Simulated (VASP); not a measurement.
# Al16Au in VASP: a series of runs, part 2 of 2

VASP 6.6.1. Earlier steps stand in the parts before.

## Step 4: Single point, PBE+D3(BJ)

INCAR

```
ALGO = Normal ; DIPOL = 0.5 0.5 0.301
EDIFF = 1E-7 ; ENCUT = 520
GGA = PE ; IDIPOL = 3
ISIF = 2 ; ISMEAR = 0
IVDW = 12 ; LASPH = True
LCHARG = True ; LDIPOL = True
LELF = True ; LREAL = Auto
LVACPOTAV = True ; LVHAR = True
LWAVE = False ; NBANDS = 44
NELM = 60 ; PREC = Accurate
SIGMA = 0.1
```

KPOINTS

```
k-points
0
Gamma
  5 4 1
```

POSCAR

```
Al16Au
1.0
    5.6324246412      0.0000000000      0.0000000000
    0.0000000000      7.9654513166      0.0000000000
    0.0000000000      0.0000000000     21.2293510975
Al Au
16 1
Direct
    0.2500000000      0.2500000000      0.1884183827
    0.2500000000      0.7500000000      0.1884183827
    0.7500000000      0.2500000000      0.1884183827
    0.7500000000      0.7500000000      0.1884183827
    0.0000000000      0.0000000000      0.2547466541
    0.0000000000      0.5000000000      0.2547466541
    0.5000000000      0.0000000000      0.2547466541
    0.5000000000      0.5000000000      0.2547466541
    0.2500000000      0.2500000000      0.3240951258
    0.2500000000      0.7500000000      0.3240951258
    0.7500000000      0.2500000000      0.3240951258
    0.7500000000      0.7500000000      0.3240951258
    0.0000000000      0.0000000000      0.3876402562
    0.0000000000      0.5000000000      0.3876402562
    0.5000000000      0.0000000000      0.3876402562
    0.5000000000      0.5000000000      0.3876402562
    0.2500000000      0.1875000000      0.4912703667
```

Potentials or basis: VASP PAW PBE potentials, release 64 (Al, Au).

On the command line:

```
$ cat potpaw_PBE.64/Al/POTCAR potpaw_PBE.64/Au/POTCAR > POTCAR
$ mpirun -np 1 vasp_std > vasp.out
```

OUTCAR:

```text
EDIFF = 1E-7
   ENCUT = 520
   GGA = PE
   ISIF = 2
   ISMEAR = 0
   IVDW = 12
   LASPH = True
   LREAL = Auto
   NELM = 60
   PREC = Accurate
 IVDW          = 12

 ion  position               nearest neighbor table
   1  0.250  0.250  0.188-   3 2.82   3 2.82   6 2.82   7 2.82   8 2.82   5 2.82   9 2.88
   2  0.250  0.750  0.188-   4 2.82   4 2.82   6 2.82   7 2.82   8 2.82   5 2.82  10 2.88
   3  0.750  0.250  0.188-   1 2.82   1 2.82   6 2.82   7 2.82   8 2.82   5 2.82  11 2.88
   4  0.750  0.750  0.188-   2 2.82   2 2.82   6 2.82   7 2.82   8 2.82   5 2.82  12 2.88
   5  0.000  0.000  0.255-   7 2.82   7 2.82   3 2.82   4 2.82   1 2.82   2 2.82  13 2.82  11 2.85
                            12 2.85   9 2.85  10 2.85
   6  0.000  0.500  0.255-   8 2.82   8 2.82   3 2.82   4 2.82   1 2.82   2 2.82  14 2.82  11 2.85
                            12 2.85   9 2.85  10 2.85
   7  0.500  0.000  0.255-   5 2.82   5 2.82   3 2.82   4 2.82   1 2.82   2 2.82  15 2.82  11 2.85
                            12 2.85   9 2.85  10 2.85
   8  0.500  0.500  0.255-   6 2.82   6 2.82   3 2.82   4 2.82   1 2.82   2 2.82  16 2.82  11 2.85
                            12 2.85   9 2.85  10 2.85
   9  0.250  0.250  0.324-  13 2.79  14 2.79  15 2.79  16 2.79  11 2.82  11 2.82   7 2.85   8 2.85
                             5 2.85   6 2.85   1 2.88
  10  0.250  0.750  0.324-  13 2.79  14 2.79  15 2.79  16 2.79  12 2.82  12 2.82   7 2.85   8 2.85
                             5 2.85   6 2.85   2 2.88
  11  0.750  0.250  0.324-  13 2.79  14 2.79  15 2.79  16 2.79   9 2.82   9 2.82   7 2.85   8 2.85
[... 5 lines left out ...]
  14  0.000  0.500  0.388-   9 2.79  10 2.79  11 2.79  12 2.79  16 2.82  16 2.82   6 2.82
  15  0.500  0.000  0.388-   9 2.79  10 2.79  11 2.79  12 2.79  13 2.82  13 2.82   7 2.82  17 3.01

  16  0.500  0.500  0.388-   9 2.79  10 2.79  11 2.79  12 2.79  14 2.82  14 2.82   8 2.82
  17  0.250  0.188  0.491-  13 3.01  15 3.01

  LATTYP: Found a simple orthorhombic cell.
 ALAT       =     5.6324246412
 B/A-ratio  =     1.4142135624
 C/A-ratio  =     3.7691318482

  Lattice vectors:

 A1 = (   5.6324246412,   0.0000000000,   0.0000000000)
 A2 = (   0.0000000000,   7.9654513166,   0.0000000000)
 A3 = (   0.0000000000,   0.0000000000,  21.2293510975)

Analysis of symmetry for initial positions (statically):
=====================================================================
 Subroutine PRICEL returns:
 Original cell was already a primitive cell.

 Routine SETGRP: Setting up the symmetry group for a
[... 178 lines left out ...]

 dipolmoment           0.000000      0.000000      0.171504 electrons x Angstroem

 Free energy of the ion-electron system (eV)
  ---------------------------------------------------
  ext. energy  EPLUGINS =         0.00000000
  ---------------------------------------------------
  free energy    TOTEN  =       -57.23976446 eV

  energy without entropy =      -57.19222603  energy(sigma->0) =      -57.21599524

 E-fermi :  -0.6825     XC(G=0):  -4.0897

 val. band max:       -0.6930963254   @ k =   0.0000   0.2500   0.0000
 cond. band min:      -0.6780762725   @ k =   0.2000   0.2500   0.0000
 fundamental gap:      0.0150200530
 Fermi energy:        -0.6824667413

 k-point     1 :       0.0000    0.0000    0.0000
  band No.  band energies     occupation
      1     -11.1303      2.00000
      2      -8.8820      2.00000
      3      -8.8236      2.00000
      4      -8.7071      2.00000
      5      -6.5900      2.00000
      6      -6.5711      2.00000
[... 385 lines left out ...]
     40       1.8393      0.00000
     41       1.9550      0.00000
 [bands above 41 left out]

------------------------ aborting loop because EDIFF is reached ----------------------------------------

 Edisp (eV)   -3.66448

 E8    (eV) :    -1.7178

  FORCE on cell =-STRESS in cart. coord.  units (eV):
  Direction    XX          YY          ZZ          XY          YZ          ZX
  --------------------------------------------------------------------------------------
  -------------------------------------------------------------------------------------
  Total     -13.78110    -4.95453    -4.64076     0.00000    -0.71577     0.00000
  in kB     -23.18206    -8.33432    -7.80652     0.00000    -1.20404     0.00000
  external pressure =      -13.11 kB  Pullay stress =        0.00 kB

 VOLUME and BASIS-vectors are now :
 -----------------------------------------------------------------------------
  energy-cutoff  :      520.00
  volume of cell :      952.45
      direct lattice vectors                 reciprocal lattice vectors
     5.632424641  0.000000000  0.000000000     0.177543432  0.000000000  0.000000000
     0.000000000  7.965451317  0.000000000     0.000000000  0.125542165  0.000000000
     0.000000000  0.000000000 21.229351098     0.000000000  0.000000000  0.047104596

 POSITION                                       TOTAL-FORCE (eV/Angst)
 -----------------------------------------------------------------------------------
      1.40811      1.99136      4.00000         0.000000     -0.028405      0.164188
      1.40811      5.97409      4.00000         0.000000     -0.014742      0.135972
      4.22432      1.99136      4.00000         0.000000     -0.016717      0.152679
      4.22432      5.97409      4.00000         0.000000     -0.020199      0.106321
      0.00000      0.00000      5.40811        -0.165769     -0.032754     -0.132318
      0.00000      3.98273      5.40811        -0.077934      0.041871     -0.102634
[... 9 lines left out ...]
      2.81621      3.98273      8.22935        -0.037818     -0.140252      0.219995
      1.40811      1.49352     10.42935         0.000000     -0.405971     -1.683985
 -----------------------------------------------------------------------------------
    total drift:                                0.000000     -0.002713     -0.003324

  FREE ENERGIE OF THE ION-ELECTRON SYSTEM (eV)
  ---------------------------------------------------
  free  energy   TOTEN  =       -60.9042466152 eV

  energy  without entropy=      -60.8567081813  energy(sigma->0) =      -60.88047740

 vacuum level on the upper side and lower side of the slab         4.124         3.433
```

Run time: 9.2 min. Hardware: 1 thread of Intel Xeon 6975P-C (Granite Rapids), shared host; peak memory 0.86 GiB.

What came out:

```
Free energy                : -60.9042 eV
Largest force              : 1.732 eV/Å
Band gap on the k mesh     : zero (an odd number of electrons rules out a gap without spin polarisation)
Dispersion energy per atom : -0.216 eV
```

Forces in eV/Å, atoms in the order of the input:
```
Al   0.000 -0.028  0.164
Al   0.000 -0.015  0.136
Al   0.000 -0.017  0.153
Al   0.000 -0.020  0.106
Al  -0.166 -0.033 -0.132
Al  -0.078  0.042 -0.103
Al   0.166 -0.033 -0.132
Al   0.078  0.042 -0.103
Al   0.000  0.039 -0.125
Al   0.000  0.069  0.137
Al   0.000 -0.049 -0.058
Al   0.000  0.031 -0.111
Al   0.065  0.329  0.656
Al   0.038 -0.140  0.220
Al  -0.065  0.329  0.656
Al  -0.038 -0.140  0.220
Au   0.000 -0.406 -1.684
```

Caveat: spin-orbit coupling is left out, which moves the levels of the heavy elements.

## Step 5: Summary

```tsv
cell	gap on the mesh (eV)	largest force (eV/Å)
as given, atomic positions A	none	1.67
as given, atomic positions B	none	1.36
as given, atomic positions C	none	1.73
```

Alike in all rows: task single point; level PBE+D3(BJ); potentials or basis VASP PAW PBE potentials, release 64 (Al, Au); no spin polarisation; k mesh 5 × 4 × 1; cutoff (eV) 520; smearing gaussian 0.1 eV.

Caveats: spin-orbit coupling is left out, which moves the levels of the heavy elements.

Total energies depend on the potentials used, so only differences within one code and one set of settings carry meaning.
